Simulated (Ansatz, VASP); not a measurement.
**Cd: VASP beside Ansatz**

The input INCAR:

```
SYSTEM = Cd
PREC     = Accurate       ! precision mode
ENCUT    = 520            ! plane-wave cutoff, eV
EDIFF    = 1E-6           ! SCF threshold, eV
ISMEAR   = 0              ! smearing method
SIGMA    = 0.15           ! smearing width, eV
LREAL    = .False.        ! projectors in reciprocal space
LASPH    = .True.         ! aspherical terms in the spheres
NELM     = 80             ! most SCF steps
ALGO     = Fast           ! electronic algorithm
ISIF     = 2              ! what is computed and relaxed
LWAVE    = .False.        ! write WAVECAR
LCHARG   = .False.        ! write CHGCAR
GGA      = PE             ! functional
NBANDS   = 19             ! bands
```

File KPOINTS:

```
Automatic mesh
0
Gamma
  18 18 8
  0 0 0
```

Contents of POSCAR:

```
Cd
1.0
    3.0980274084      0.0000000000      0.0000000000
   -1.5490137042      2.6829704373      0.0000000000
    0.0000000000      0.0000000000      5.6176500000
Cd
2
Direct
    0.3333333333      0.6666666667      0.2500000000
    0.6666666667      0.3333333333      0.7500000000
```

Input for Ansatz:

```yaml
crystal:
  lattice:
    - [3.0980274084, 0.0, 0.0]
    - [-1.5490137042, 2.6829704373, 0.0]
    - [0.0, 0.0, 5.61765]
  atoms:
    - { symbol: Cd, position: [0.3333333333, 0.6666666667, 0.25] }
    - { symbol: Cd, position: [0.6666666667, 0.3333333333, 0.75] }
basis:
  ecutwfc: 420
kpoints:
  mp_grid: { grid: [18, 18, 8] }
hamiltonian:
  xc: pbe
scf:
  occupations: { method: gaussian, width: 0.15 }
output:
  forces: true
  stress: true
  eigenvalues: true
```

Change from the starting cell: strain +0.0400 x Voigt [1, 1, 0, 0, 0, 0], atoms carried along.

Alike in both runs: task single point; functional PBE; k mesh 18 × 18 × 8; occupations gaussian, width 0.15 eV; no spin polarisation.

|  | VASP | Ansatz |
| --- | --- | --- |
| version | VASP 6.6.1 | Ansatz 0.2.0 |
| potentials or method | VASP PAW PBE potentials, release 64 (Cd), cutoff 520 eV | scalar-relativistic, plane waves, PAW |
| valence electrons in the cell | 24 | 40 |

VASP gave:

* gap on the k mesh at the Fermi level (eV): none
* pressure (GPa): -0.9
* traceless stress, the component that is largest in VASP (GPa): 0.65

Task: What did Ansatz give for the same quantities?

Result: gap on the k mesh at the Fermi level (eV): none; pressure (GPa): -1.1; traceless stress, the component that is largest in VASP (GPa): 0.72.

A gap of «none» marks a metal or a gap that the smearing closes. VASP's potentials hold 24 valence electrons a cell and Ansatz's 40, so a difference there can come from the potentials and not from the codes.
